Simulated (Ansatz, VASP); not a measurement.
# Two plane-wave programs on C

```
CELL_PARAMETERS angstrom
0.00000 2.11034 3.68023
1.33522 0.00000 3.68023
1.33522 2.11034 0.00000
ATOMIC_POSITIONS crystal
C 0.16670 0.83330 0.16670
C 0.83330 0.16670 0.83330
```

Change from the starting cell: volume 10.370 Å^3 an atom, stretch along b over the lengths across it, relative to the relaxed cell 0.9130.

Alike in both runs: task single point; functional PBE; dispersion D3(BJ); k mesh 18 × 18 × 18; occupations gaussian, width 0.03 eV; no spin polarisation.

|  | VASP | Ansatz |
| --- | --- | --- |
| version | VASP 6.6.1 | Ansatz 0.2.0 |
| potentials or method | VASP PAW PBE potentials, release 64 (C), cutoff 520 eV | scalar-relativistic, plane waves, PAW |
| valence electrons in the cell | 8 | 8 |

```csv
,VASP,Ansatz,Ansatz less VASP
gap on the k mesh at the Fermi level (eV),0.27,0.27,+0.001
least direct gap on the mesh (eV),0.58,0.57,-0.002
pressure (GPa),-21.2,-21.5,-0.32
"traceless stress, the component that is largest in VASP (GPa)",-41.15,-41.23,-0.081
rms of the force components (eV/Å),0.300,0.288,-0.0124
```

Atom by atom the forces differ by 0.012 eV/Å (rms over components).
